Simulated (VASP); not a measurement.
# HfC (NiAs type) (P6_3/mmc) in VASP: relaxation of cell and atoms with PBE

Aim: the relaxation of cell and atoms of HfC (NiAs type) with PBE.

Program: VASP 6.6.1. These are calculated values, not measurements. Logs are shortened: lines on timing, memory, paths and dates and some standing lists are left out, and cuts for length are marked.

### Step 1. The cell of the first run

It takes space group P6_3/mmc (No. 194, hexagonal). Conventional cell: a = 3.081 Å, b = 3.081 Å, c = 4.775 Å, α = 90.00°, β = 90.00°, γ = 120.00°. Hf (site symmetry -3m) has 6 C at 2.14 Å and 2 Hf at 2.39 Å within 2.8 Å. C (site symmetry -6m2) has 6 Hf at 2.14 Å within 2.8 Å.

### Step 2. Relaxation of cell and atoms, PBE, target pressure 94 GPa, at which the enthalpy is minimised

Contents of INCAR:

```
SYSTEM = HfC
ALGO     = Normal         ! electronic algorithm
EDIFF    = 1E-6           ! SCF threshold, eV
EDIFFG   = -0.005         ! ionic threshold
ENCUT    = 600            ! plane-wave cutoff, eV
GGA      = PE             ! functional
IBRION   = 2              ! ionic algorithm
ISIF     = 3              ! what is computed and relaxed
ISMEAR   = -1             ! smearing method
LASPH    = .TRUE.         ! aspherical terms in the spheres
LCHARG   = .FALSE.        ! write CHGCAR
LREAL    = .FALSE.        ! projectors in reciprocal space
LWAVE    = .FALSE.        ! write WAVECAR
NELM     = 60             ! most SCF steps
NSW      = 60             ! ionic steps
PREC     = Accurate       ! precision mode
PSTRESS  = 940.0        
SIGMA    = 0.1            ! smearing width, eV
```

Contents of KPOINTS:

```
k-points
0
G
  10 10 6
  0 0 0
```

Contents of POSCAR:

```
HfC
1.0
    3.0805655386      0.0000000000      0.0000000000
   -1.5402827693      2.6678480145      0.0000000000
    0.0000000000      0.0000000000      4.7748765849
Hf C
2 2
Direct
    0.0000000000      0.0000000000      0.0000000000
    0.0000000000      0.0000000000      0.5000000000
    0.3333333333      0.6666666667      0.2500000000
    0.6666666667      0.3333333333      0.7500000000
```

Potentials or basis: VASP PAW PBE potentials, release 64 (Hf_pv, C).

The run is started by

```
$ cat potpaw_PBE.64/Hf_pv/POTCAR potpaw_PBE.64/C/POTCAR > POTCAR
$ mpirun -np 1 vasp_std > vasp.out
```

OUTCAR:

```text
SYSTEM = HfC
   EDIFF = 1E-6
   EDIFFG = -0.005
   ENCUT = 600
   GGA = PE
   IBRION = 2
   ISIF = 3
   ISMEAR = -1
   LASPH = .TRUE.
   LREAL = .FALSE.
   NELM = 60
   NSW = 60
   PREC = Accurate
   PSTRESS = 940.0

 ion  position               nearest neighbor table
   1  0.000  0.000  0.000-   3 2.14   4 2.14   4 2.14   3 2.14   4 2.14   3 2.14   2 2.39   2 2.39

   2  0.000  0.000  0.500-   3 2.14   4 2.14   4 2.14   3 2.14   4 2.14   3 2.14   1 2.39   1 2.39

   3  0.333  0.667  0.250-   1 2.14   2 2.14   1 2.14   2 2.14   1 2.14   2 2.14
   4  0.667  0.333  0.750-   1 2.14   2 2.14   1 2.14   2 2.14   1 2.14   2 2.14

  LATTYP: Found a hexagonal cell.
 ALAT       =     3.0805655386
 C/A-ratio  =     1.5500000000

  Lattice vectors:

 A1 = (   3.0805655386,   0.0000000000,   0.0000000000)
 A2 = (  -1.5402827693,   2.6678480145,   0.0000000000)
 A3 = (   0.0000000000,   0.0000000000,   4.7748765849)

Analysis of symmetry for initial positions (statically):
=====================================================================
 Subroutine PRICEL returns:
 Original cell was already a primitive cell.

 Routine SETGRP: Setting up the symmetry group for a
 hexagonal supercell.

 Subroutine GETGRP returns: Found 24 space group operations
 (whereof 12 operations were pure point group operations)
 out of a pool of 24 trial point group operations.

The static configuration has the point symmetry D_3d.
 The point group associated with its full space group is D_6h.

Analysis of symmetry for dynamics (positions and initial velocities):
=====================================================================
 Subroutine PRICEL returns:
 Original cell was already a primitive cell.

 Routine SETGRP: Setting up the symmetry group for a
 hexagonal supercell.

 Subroutine GETGRP returns: Found 24 space group operations
 (whereof 12 operations were pure point group operations)
 out of a pool of 24 trial point group operations.

The dynamic configuration has the point symmetry D_3d.
 The point group associated with its full space group is D_6h.

 Subroutine INISYM returns: Found 24 space group operations
 (whereof 12 operations are pure point group operations),
 and found     1 'primitive' translations

----------------------------------------------------------------------------------------

                                     Primitive cell

  volume of cell :      39.2422

  direct lattice vectors                    reciprocal lattice vectors
     3.080565539  0.000000000  0.000000000     0.324615720  0.187416973  0.000000000
    -1.540282769  2.667848015  0.000000000     0.000000000  0.374833947  0.000000000
     0.000000000  0.000000000  4.774876585     0.000000000  0.000000000  0.209429497

  length of vectors
     3.080565539  3.080565539  4.774876585     0.374833947  0.374833947  0.209429497

  position of ions in fractional coordinates (direct lattice)
     0.000000000  0.000000000  0.000000000
     0.000000000  0.000000000  0.500000000
     0.333333333  0.666666667  0.250000000
     0.666666667  0.333333333  0.750000000

  ion indices of the primitive-cell ions
   primitive index   ion index
                 1           1
                 2           2
                 3           3
                 4           4

----------------------------------------------------------------------------------------

 KPOINTS: k-points

Automatic generation of k-mesh.
 Grid dimensions read from file:
 generate k-points for:   10   10    6

 Generating k-lattice:

  Cartesian coordinates                     Fractional coordinates (reciprocal lattice)
     0.032461572  0.018741697  0.000000000     0.100000000  0.000000000  0.000000000
     0.000000000  0.037483395  0.000000000     0.000000000  0.100000000  0.000000000
     0.000000000  0.000000000  0.034904916     0.000000000  0.000000000  0.166666667

  Length of vectors
     0.037483395  0.037483395  0.034904916

  Shift w.r.t. Gamma in fractional coordinates (k-lattice)
     0.000000000  0.000000000  0.000000000

 Subroutine IBZKPT returns following result:
 ===========================================

 Found     56 irreducible k-points:

 Following reciprocal coordinates:
            Coordinates               Weight
  0.000000  0.000000  0.000000      1.000000
  0.100000  0.000000  0.000000      6.000000
  0.200000  0.000000  0.000000      6.000000
  0.300000  0.000000  0.000000      6.000000
  0.400000  0.000000  0.000000      6.000000
  0.500000  0.000000  0.000000      3.000000
[... 16 lines left out ...]
  0.300000  0.100000  0.166667     24.000000
  0.400000  0.100000  0.166667     24.000000
 [... further k-points ...]
   k-points           NKPTS =     56   k-points in BZ     NKDIM =     56   number of bands    NBANDS=     18
   number of dos      NEDOS =    301   number of ions     NIONS =      4
   total plane-waves  NPLWV =  31360
   dimension x,y,z NGX =    28 NGY =   28 NGZ =   40
   dimension x,y,z NGXF=    56 NGYF=   56 NGZF=   80
   ions per type =               2   2
   NGX,Y,Z   is equivalent  to a cutoff of  15.11, 15.11, 13.93 a.u.
   NGXF,Y,Z  is equivalent  to a cutoff of  30.22, 30.22, 27.85 a.u.
 SYSTEM =  HfC
   PREC   = accura    normal or accurate (medium, high low for compatibility)
   ISTART =      0    job   : 0-new  1-cont  2-samecut
   ICHARG =      2    charge: 1-file 2-atom 10-const
   ISPIN  =      1    spin polarized calculation?
   LNONCOLLINEAR =      F non collinear calculations
   LSORBIT =      F    spin-orbit coupling
   LASPH  =      T    aspherical Exc in radial PAW
   ENCUT  =  600.0 eV  44.10 Ry    6.64 a.u.   6.15  6.15  9.54*2*pi/ulx,y,z
   NELM   =     60;   NELMIN=  2; NELMDL= -5     # of ELM steps
   EDIFF  = 0.1E-05   stopping-criterion for ELM
   LREAL  =      F    real-space projection
   EDIFFG = -.5E-02   stopping-criterion for IOM
   NSW    =     60    number of steps for IOM
   IBRION =      2    ionic relax: 0-MD 1-quasi-New 2-CG
   NFREE  =      1    steps in history (QN), initial steepest desc. (CG)
   ISIF   =      3    stress and relaxation
   ISYM   =      2    0-nonsym 1-usesym 2-fastsym
   POTIM  = 0.5000    time-step for ionic-motion
   TEBEG  =    0.0;   TEEND  =   0.0 temperature during run
   PSTRESS=  940.0 pullay stress
   NELECT =      28.0000    total number of electrons
   NUPDOWN=      -1.0000    fix difference up-down
   EMIN   =  10.00;   EMAX   =-10.00  energy-range for DOS
   EFERMI =   0.00;   METHOD = LEGACY
   ISMEAR =    -1;   SIGMA  =   0.10  broadening in eV -4-tet -1-fermi 0-gaus
   EFERMI_NEDOS =   21; number of points for ismear=-14 and -15
   IALGO  =     38    algorithm
   IMIX   =      4    mixing-type and parameters
     AMIX     =   0.40;   BMIX     =  1.00
     AMIX_MAG =   1.60;   BMIX_MAG =  1.00
  volume/ion in A,a.u.               =       9.81        66.20
  Fermi-wavevector in a.u.,A,eV,Ry     =   1.462883  2.764448 29.116833  2.140027
  Thomas-Fermi vector in A             =   2.579044
   LORBIT       =      0    0 simple, 1 ext, 2 COOP (PROOUT), +10 PAW based schemes
   GGA     = PE    functional components
   LHFCALC =     F    Hartree Fock is set to
   AEXX    =    0.0000 exact exchange contribution
   IVDW    =     0    specifies the selected vdW correction
   LEPSILON=     F    determine dielectric tensor
   LRPA    =     F    only Hartree local field effects (RPA)
 conjugate gradient relaxation of ions
 non-spin polarized calculation
  energy-cutoff  :      600.00
  volume of cell :       39.24
 maximum number of plane-waves:      1339
 NGX is ok and might be reduce to    28
   NGX = 13   NGY = 13   NGZ = 19

--------------------------------------- Ionic step        1  -------------------------------------------

 number of electron      27.9999999 magnetization

 Free energy of the ion-electron system (eV)
  ---------------------------------------------------
  ext. energy  EPLUGINS =         0.00000000
  ---------------------------------------------------
  free energy    TOTEN  =       -34.70893688 eV

  energy without entropy =      -34.66197999  energy(sigma->0) =      -34.68545844

------------------------ aborting loop because EDIFF is reached ----------------------------------------

  FORCE on cell =-STRESS in cart. coord.  units (eV):
  Direction    XX          YY          ZZ          XY          YZ          ZX
  --------------------------------------------------------------------------------------
  -------------------------------------------------------------------------------------
  Total       20.3172938     20.3172938     46.9689044      0.0000000      0.0000000      0.0000000
  in kB      829.5121583    829.5121583   1917.6410781      0.0000000      0.0000000      0.0000000
  external PRESSURE =     252.2217982 kB  Pullay stress =     940.0000000 kB
[... 99 lines left out ...]
  FREE ENERGIE OF THE ION-ELECTRON SYSTEM (eV)
  ---------------------------------------------------
  free  energy   TOTEN  =       -38.1027851982 eV

  energy  without entropy=      -38.0697919240  energy(sigma->0) =      -38.08628856

  enthalpy is  TOTEN    =       -12.9526212230 eV   P V=       25.1501639752

[... ionic steps 4 to 11 ...]

--------------------------------------- Ionic step       12  -------------------------------------------

 number of electron      28.0000000 magnetization

------------------------ aborting loop because EDIFF is reached ----------------------------------------

  FORCE on cell =-STRESS in cart. coord.  units (eV):
  Direction    XX          YY          ZZ          XY          YZ          ZX
  --------------------------------------------------------------------------------------
  -------------------------------------------------------------------------------------
  Total       23.7537960     23.7537960     23.7214881      0.0000000     -0.0000000      0.0000000
  in kB      934.2439491    934.2439492    932.9732733      0.0000000     -0.0000000      0.0000000
  external PRESSURE =      -6.1796095 kB  Pullay stress =     940.0000000 kB
[... 65 lines left out ...]
  enthalpy is  TOTEN    =       -13.1506687777 eV   P V=       23.8728113104

--------------------------------------- Ionic step       14  -------------------------------------------

 number of electron      28.0000000 magnetization

 Free energy of the ion-electron system (eV)
  ---------------------------------------------------
  ext. energy  EPLUGINS =         0.00000000
  ---------------------------------------------------
  free energy    TOTEN  =       -37.02270693 eV

  energy without entropy =      -36.98840979  energy(sigma->0) =      -37.00555836

 E-fermi :   7.6427     XC(G=0): -13.3210

 val. band max:        7.6277005290   @ k =   0.4000   0.2000   0.0000
 cond. band min:       7.6643044442   @ k =   0.2000   0.0000   0.0000
 fundamental gap:      0.0366039151
 Fermi energy:         7.6427322646

 k-point     1 :       0.0000    0.0000    0.0000
  band No.  band energies     occupation
      1     -22.8380      2.00000
      2     -21.0410      2.00000
      3     -21.0410      2.00000
      4     -20.7983      2.00000
      5     -20.7983      2.00000
      6     -20.6264      2.00000
[... 10 lines left out ...]
     17      10.1276      0.00000
     18      10.1436      0.00000
[... 466 lines left out ...]
      2     -22.3245      2.00000
      3     -22.0578      2.00000
      4     -21.4436      2.00000
      5     -21.1821      2.00000
      6     -20.5838      2.00000
[... 10 lines left out ...]
     17      13.7270      0.00000
     18      14.9478      0.00000

 [... further k-points ...]

------------------------ aborting loop because EDIFF is reached ----------------------------------------

  FORCE on cell =-STRESS in cart. coord.  units (eV):
  Direction    XX          YY          ZZ          XY          YZ          ZX
  --------------------------------------------------------------------------------------
  -------------------------------------------------------------------------------------
  Total       23.8669982     23.8669982     23.8872790      0.0000000     -0.0000000      0.0000000
  in kB      939.8017365    939.8017365    940.6003275      0.0000000     -0.0000000      0.0000000
  external PRESSURE =       0.0679335 kB  Pullay stress =     940.0000000 kB
[... 19 lines left out ...]
  FREE ENERGIE OF THE ION-ELECTRON SYSTEM (eV)
  ---------------------------------------------------
  free  energy   TOTEN  =       -37.0227069263 eV

  energy  without entropy=      -36.9884097931  energy(sigma->0) =      -37.00555836

  enthalpy is  TOTEN    =       -13.1506736813 eV   P V=       23.8720332450

 reached required accuracy - stopping structural energy minimisation
```

It took 5 min on 1 thread of Intel Xeon Platinum 8488C (Sapphire Rapids), shared host; peak memory 0.22 GiB.

Results:

* Free energy: -37.0227 eV
* Relaxed volume: 10.17 Å³/atom
* Relaxed cell: a = 2.963 Å, b = 2.963 Å, c = 5.353 Å, α = 90.00°, β = 90.00°, γ = 120.00°
* Space group after relaxing (to 0.1 Å): P6_3/mmc (No. 194)
* Energy change on relaxing (the run minimises the enthalpy): -578.4 meV/atom
* Ionic steps: 14
* Pressure after relaxing: 94.0 GPa
* Band gap on the k mesh: zero (bands 14 and 15 overlap by 2.02 eV)

Stress tensor (GPa, compression positive):
```
93.98  0.00  0.00
 0.00 93.98  0.00
 0.00  0.00 94.06
```

The path:
| step | energy change (eV) | largest force (eV/Å) | pressure (GPa) | volume (Å³) |
| --- | --- | --- | --- | --- |
| 1 | 0.0000 | 0.0000 | 119.22 | 39.24 |
| 2 | -3.6369 | 0.0000 | 26.02 | 47.33 |
| 3 | -3.3938 | 0.0000 | 69.20 | 42.87 |
| 4 | -3.1943 | 0.0000 | 73.57 | 42.50 |
| 5 | 0.8334 | 0.0000 | 150.64 | 36.87 |
| 6 | -2.3819 | 0.0000 | 92.57 | 40.81 |
| 7 | -2.3129 | 0.0000 | 94.02 | 40.69 |
| 8 | -2.2917 | 0.0000 | 94.47 | 40.65 |
| 9 | -2.3693 | 0.0000 | 92.78 | 40.78 |
| 10 | -2.3137 | 0.0000 | 93.98 | 40.69 |
| 11 | -2.3141 | 0.0000 | 93.98 | 40.69 |
| 12 | -2.3418 | 0.0000 | 93.38 | 40.74 |
| 13 | -2.3145 | 0.0000 | 93.97 | 40.69 |
| 14 | -2.3138 | 0.0000 | 94.01 | 40.69 |

Final structure:
```
CELL_PARAMETERS angstrom
2.96268 0.00000 0.00000
-1.48134 2.56576 0.00000
0.00000 0.00000 5.35267
ATOMIC_POSITIONS crystal
Hf 0.00000 0.00000 0.00000
Hf 0.00000 0.00000 0.50000
C 0.33333 0.66667 0.25000
C 0.66667 0.33333 0.75000
```

Caveat: the cell is relaxed towards a set pressure, so the run minimises the enthalpy, not the energy; spin-orbit coupling is left out, which moves the levels of the heavy elements.

The gap in the log of VASP goes by the Fermi energy; the results here count the filled bands.